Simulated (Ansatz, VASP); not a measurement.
**Two plane-wave programs on Gd**

```
CELL_PARAMETERS angstrom
0.00000 2.58582 2.58582
2.58582 0.00000 2.58582
2.58582 2.58582 0.00000
ATOMIC_POSITIONS crystal
Gd 0.00000 0.00000 0.00000
```

Alike in both runs: task single point; functional PBE; k mesh 8 × 8 × 8; occupations fermi-dirac, width 0.05 eV; collinear spin; fixed moment 7 μB.

|  | VASP | Ansatz |
| --- | --- | --- |
| version | VASP 6.6.1 | Ansatz 0.2.0 |
| potentials or method | VASP PAW PBE potentials, release 64 (Gd) | Ansatz PAW |
| plane-wave cutoff (eV) | 520 | 420 |
| valence electrons in the cell | 18 | 18 |

```tsv
	VASP	Ansatz	Ansatz less VASP
pressure (GPa)	-1.6	-1.6	-0.02
net moment per atom (μB)	7.00	7.00	0.000
size of the moment on the site where the two differ most (μB)	6.76	6.96	+0.200
```

Site moments also hang on the region over which each program counts them. With one functional, cell and mesh, what is left measures potentials, basis and numerics.

Neither program's run includes spin-orbit coupling.
